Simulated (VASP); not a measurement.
# Co (P6_3/mmc) in VASP: relaxation of cell and atoms with PBE

Aim: the relaxation of cell and atoms of Co with PBE.

All numbers are computed with VASP 6.6.1; they aren't measurements. Logs are shortened: lines on timing, memory, paths and dates and some standing lists are left out, and cuts for length are marked.

### Step 1. The cell of the first run

Symmetry: P6_3/mmc, No. 194, hexagonal system. Conventional cell: a = 2.108 Å, b = 2.108 Å, c = 3.415 Å, α = 90.00°, β = 90.00°, γ = 120.00°. Co (site symmetry -6m2) has 12 Co at 2.10 to 2.11 Å within 2.8 Å.

### Step 2. Relaxation of cell and atoms, PBE, collinear spin, ferromagnetic start, target pressure 330 GPa, at which the enthalpy is minimised

INCAR

```
SYSTEM = Co
  PREC = Accurate
  ENCUT = 600
  EDIFF = 1E-7
  ISMEAR = -1
  SIGMA = 0.08
  LREAL = .FALSE.
  LASPH = .TRUE.
  NELM = 150
  ALGO = Normal
  ISIF = 3
  LWAVE = .FALSE.
  LCHARG = .FALSE.
  ISPIN = 2
  MAGMOM = 1.7 1.7
  LORBIT = 11
  LMAXMIX = 4
  GGA = PE
  IBRION = 2
  NSW = 60
  EDIFFG = -0.005
  PSTRESS = 3300.0
```

KPOINTS

```
regular mesh
0
G
  21 21 11
  0 0 0
```

POSCAR

```
Co
1.0
    2.1081077266      0.0000000000      0.0000000000
   -1.0540538633      1.8256748452      0.0000000000
    0.0000000000      0.0000000000      3.4151345172
Co
2
Direct
    0.3333333333      0.6666666667      0.2500000000
    0.6666666667      0.3333333333      0.7500000000
```

Potentials or basis: VASP PAW PBE potentials, release 64 (Co).

Run with:

```sh
$ cat potpaw_PBE.64/Co/POTCAR > POTCAR
$ mpirun -np 1 vasp_std > vasp.out
```

OUTCAR:

```text
SYSTEM = Co
   PREC = Accurate
   ENCUT = 600
   EDIFF = 1E-7
   ISMEAR = -1
   LREAL = .FALSE.
   LASPH = .TRUE.
   NELM = 150
   ISIF = 3
   ISPIN = 2
   LORBIT = 11
   GGA = PE
   IBRION = 2
   NSW = 60
   EDIFFG = -0.005
   PSTRESS = 3300.0

 ion  position               nearest neighbor table
   1  0.333  0.667  0.250-   2 2.10   2 2.10   2 2.10   2 2.10   2 2.10   2 2.10   2 2.97   2 2.97
                             2 2.97   2 2.97   2 2.97   2 2.97
   2  0.667  0.333  0.750-   1 2.10   1 2.10   1 2.10   1 2.10   1 2.10   1 2.10   1 2.97   1 2.97
                             1 2.97   1 2.97   1 2.97   1 2.97

  LATTYP: Found a hexagonal cell.
 ALAT       =     2.1081077266
 C/A-ratio  =     1.6200000001

  Lattice vectors:

 A1 = (   2.1081077266,   0.0000000000,   0.0000000000)
 A2 = (  -1.0540538633,   1.8256748452,   0.0000000000)
 A3 = (   0.0000000000,   0.0000000000,   3.4151345172)

Analysis of symmetry for initial positions (statically):
=====================================================================
 Subroutine PRICEL returns:
 Original cell was already a primitive cell.

 Routine SETGRP: Setting up the symmetry group for a
 hexagonal supercell.

 Subroutine GETGRP returns: Found 24 space group operations
 (whereof 12 operations were pure point group operations)
 out of a pool of 24 trial point group operations.

The static configuration has the point symmetry D_3d.
 The point group associated with its full space group is D_6h.

Analysis of symmetry for dynamics (positions and initial velocities):
=====================================================================
 Subroutine PRICEL returns:
 Original cell was already a primitive cell.

 Routine SETGRP: Setting up the symmetry group for a
 hexagonal supercell.

 Subroutine GETGRP returns: Found 24 space group operations
 (whereof 12 operations were pure point group operations)
 out of a pool of 24 trial point group operations.

The dynamic configuration has the point symmetry D_3d.
 The point group associated with its full space group is D_6h.

Analysis of structural, dynamic, and magnetic symmetry:
=====================================================================
 Subroutine PRICEL returns:
 Original cell was already a primitive cell.

 Routine SETGRP: Setting up the symmetry group for a
 hexagonal supercell.

 Subroutine GETGRP returns: Found 24 space group operations
 (whereof 12 operations were pure point group operations)
 out of a pool of 24 trial point group operations.

The overall configuration has the point symmetry D_3d.
 The point group associated with its full space group is D_6h.

 Subroutine INISYM returns: Found 24 space group operations
 (whereof 12 operations are pure point group operations),
[... 124 lines left out ...]
   IVDW    =     0    specifies the selected vdW correction
   LEPSILON=     F    determine dielectric tensor
   LRPA    =     F    only Hartree local field effects (RPA)
 conjugate gradient relaxation of ions
 spin polarized calculation
  energy-cutoff  :      600.00
  volume of cell :       13.14
 maximum number of plane-waves:       458
 NGX is ok and might be reduce to    18
   NGX =  9   NGY =  9   NGZ = 13

--------------------------------------- Ionic step        1  -------------------------------------------

 number of electron      17.9999997 magnetization       0.0004633

 Free energy of the ion-electron system (eV)
  ---------------------------------------------------
  ext. energy  EPLUGINS =         0.00000000
  ---------------------------------------------------
  free energy    TOTEN  =        -8.73398508 eV

  energy without entropy =       -8.67528259  energy(sigma->0) =       -8.70463383

------------------------ aborting loop because EDIFF is reached ----------------------------------------

  FORCE on cell =-STRESS in cart. coord.  units (eV):
  Direction    XX          YY          ZZ          XY          YZ          ZX
  --------------------------------------------------------------------------------------
  -------------------------------------------------------------------------------------
  Total       26.6344961     26.6344961     26.6052335      0.0000000      0.0000000      0.0000000
  in kB     3246.6167229   3246.6167230   3243.0497494      0.0000000      0.0000000      0.0000000
  external PRESSURE =     -54.5722682 kB  Pullay stress =    3300.0000000 kB
[... 305 lines left out ...]
 number of electron      17.9999997 magnetization      -0.0000009

 number of electron      17.9999997 magnetization       0.0000007

 Free energy of the ion-electron system (eV)
  ---------------------------------------------------
  ext. energy  EPLUGINS =         0.00000000
  ---------------------------------------------------
  free energy    TOTEN  =        -8.63526134 eV

  energy without entropy =       -8.57688619  energy(sigma->0) =       -8.60607377

 E-fermi :  20.1673     XC(G=0): -16.6827

 val. band max:       20.1662950778   @ k =   0.2857   0.2857   0.3636
 cond. band min:      20.1678023177   @ k =   0.0952  -0.0000   0.4545
 fundamental gap:      0.0015072398
 Fermi energy:        20.1672887588

 spin component 1

 k-point     1 :       0.0000    0.0000    0.0000
  band No.  band energies     occupation
      1       7.6712      1.00000
      2      11.5373      1.00000
      3      16.3248      1.00000
      4      16.3751      1.00000
      5      16.3751      1.00000
      6      17.1229      1.00000
      7      17.1229      1.00000
      8      17.9211      1.00000
      9      17.9211      1.00000
     10      19.7886      0.99128
     11      20.3211      0.12755
     12      20.3211      0.12755
     13      32.4331      0.00000
     14      45.5951      0.00000
[... 403 lines left out ...]
      4      14.5207      1.00000
      5      16.4547      1.00000
      6      16.4914      1.00000
      7      17.5679      1.00000
      8      17.9224      1.00000
      9      18.5220      1.00000
     10      19.2449      0.99999
     11      20.6415      0.00266
     12      27.8409      0.00000
     13      32.4133      0.00000
     14      39.7209      0.00000
     15      42.9700      0.00000

 [... further k-points ...]

 spin component 2

 k-point     1 :       0.0000    0.0000    0.0000
  band No.  band energies     occupation
      1       7.6712      1.00000
      2      11.5373      1.00000
      3      16.3248      1.00000
      4      16.3751      1.00000
      5      16.3751      1.00000
      6      17.1229      1.00000
      7      17.1229      1.00000
      8      17.9211      1.00000
      9      17.9211      1.00000
     10      19.7886      0.99128
     11      20.3211      0.12755
     12      20.3211      0.12755
     13      32.4331      0.00000
     14      45.5951      0.00000
[... 448 lines left out ...]
  energy  without entropy=       -8.5768861941  energy(sigma->0) =       -8.60607377

  enthalpy is  TOTEN    =        18.3376002523 eV   P V=       26.9728615887

 reached required accuracy - stopping structural energy minimisation

 total charge

# of ion       s       p       d       tot
------------------------------------------
    1        0.786   1.159   7.912   9.856
    2        0.786   1.159   7.912   9.856
--------------------------------------------------
tot          1.572   2.317  15.824  19.713

 magnetization (x)

# of ion       s       p       d       tot
------------------------------------------
    1       -0.000  -0.000  -0.000  -0.000
    2       -0.000  -0.000  -0.000  -0.000
--------------------------------------------------
tot         -0.000  -0.000  -0.000  -0.000
```

Run time: 9.4 min. Hardware: 1 thread of Oxide Virtual Turin-like, shared host; peak memory 0.2 GiB.

What came out:

```yaml
Free_energy: -8.6353 eV
Relaxed_volume: 6.55 Å³/atom
Relaxed_cell: a = 2.106 Å, b = 2.106 Å, c = 3.410 Å, α = 90.00°, β = 90.00°, γ = 120.00°
Space_group_after_relaxing_to_0.1_Å: P6_3/mmc (No. 194)
Energy_change_on_relaxing_the_run_minimises_the_enthalpy: +49.4 meV/atom
Ionic_steps: 9
Pressure_after_relaxing: 330.0 GPa
Band_gap_on_the_k_mesh: zero (filled and empty bands overlap)
Net_moment: 0.00 μB per cell
```

The path:
```
step  energy change (eV)  largest force (eV/Å)  pressure (GPa)  volume (Å³)
   1              0.0000                0.0000          324.54        13.14
   2              0.9178                0.0000          374.95        12.72
   3              0.0984                0.0000          329.95        13.10
   4              0.1004                0.0000          330.09        13.09
   5              0.0890                0.0000          329.42        13.10
   6              0.0985                0.0000          329.94        13.10
   7              0.0981                0.0000          329.89        13.10
   8              0.0995                0.0000          330.00        13.10
   9              0.0987                0.0000          329.96        13.10
```

Final structure:
```yaml
crystal:
  lattice:
    - [2.10573, 0.00000, 0.00000]
    - [-1.05286, 1.82361, 0.00000]
    - [0.00000, 0.00000, 3.41027]
  atoms:
    - { symbol: Co, position: [0.33333, 0.66667, 0.25000] }
    - { symbol: Co, position: [0.66667, 0.33333, 0.75000] }
```

Caveat: the cell is relaxed towards a set pressure, so the run minimises the enthalpy, not the energy; the moments typed at the start vanished in this run.
